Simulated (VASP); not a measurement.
Input of a VASP 6.6.1 run:

The input INCAR:

```
ALGO = Normal
EDIFF = 1E-7
ENCUT = 520
GGA = PE
ISIF = 2
ISMEAR = -1
LASPH = True
LCHARG = False
LREAL = False
LWAVE = False
NBANDS = 11
NELM = 60
PREC = Accurate
SIGMA = 0.04
```

File KPOINTS:

```
k-points
0
Gamma
  5 5 5
```

File POSCAR:

```
Ba
1.0
   -2.5065000000      2.5065000000      2.5065000000
    2.5065000000     -2.5065000000      2.5065000000
    2.5065000000      2.5065000000     -2.5065000000
Ba
1
Direct
    0.0000000000      0.0000000000      0.0000000000
```

Potentials or basis: VASP PAW PBE potentials, release 64 (Ba_sv).

Run with:

```bash
$ cat potpaw_PBE.64/Ba_sv/POTCAR > POTCAR
$ mpirun -np 1 vasp_std > vasp.out
```

**Question.** What does it give for the pressure?

**Answer.** -0.1 GPa.

**Question.** What does it give for the band gap on the k mesh?

**Answer.** Zero (band 5 reaches 1.83 eV, above the bottom of band 6 at 1.31 eV).

Caveat: spin-orbit coupling is left out, which moves the levels of the heavy elements.
